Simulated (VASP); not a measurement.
A run of VASP 6.6.1 is set up as follows.

Contents of INCAR:

```
SYSTEM = SiGe
ALGO = Normal ; EDIFF = 1E-7
ENCUT = 520 ; GGA = PS
ISIF = 2 ; ISMEAR = 0
LASPH = .TRUE. ; LCHARG = .FALSE.
LREAL = .FALSE. ; LWAVE = .FALSE.
NBANDS = 26 ; NELM = 60
PREC = Accurate ; SIGMA = 0.03
```

The input KPOINTS:

```
k-points
0
G
  12 12 6
  0 0 0
```

Contents of POSCAR:

```
SiGe
1.0
    3.6708940450      0.0000000000      0.0000000000
   -1.8354470225      3.1790874975      0.0000000000
    0.0000000000      0.0000000000      7.2742436395
Si Ge
2 2
Direct
    0.6666666667      0.3333333333      0.8745463082
    0.3333333333      0.6666666667      0.3745463082
    0.6666666667      0.3333333333      0.5004526918
    0.3333333333      0.6666666667      0.0004526918
```

Potentials or basis: VASP PAW PBE potentials, release 64 (Si, Ge_d).

Launch:

```bash
$ cat potpaw_PBE.64/Si/POTCAR potpaw_PBE.64/Ge_d/POTCAR > POTCAR
$ mpirun -np 1 vasp_std > vasp.out
```

(1) What does it give for the pressure?

(2) What does it give for the largest force?

(3) Predict the band gap on the k mesh.

Answers

(1) 3.7 GPa.

(2) 0.982 eV/Å.

(3) zero (bands 18 and 19 overlap by 0.68 eV).

Caveat: the stress differs along the axes, from -14 to 12 GPa; semilocal functionals underestimate gaps, and a narrow one can read as zero; the PAW data sets were made with another functional, which shifts forces and pressure a little.
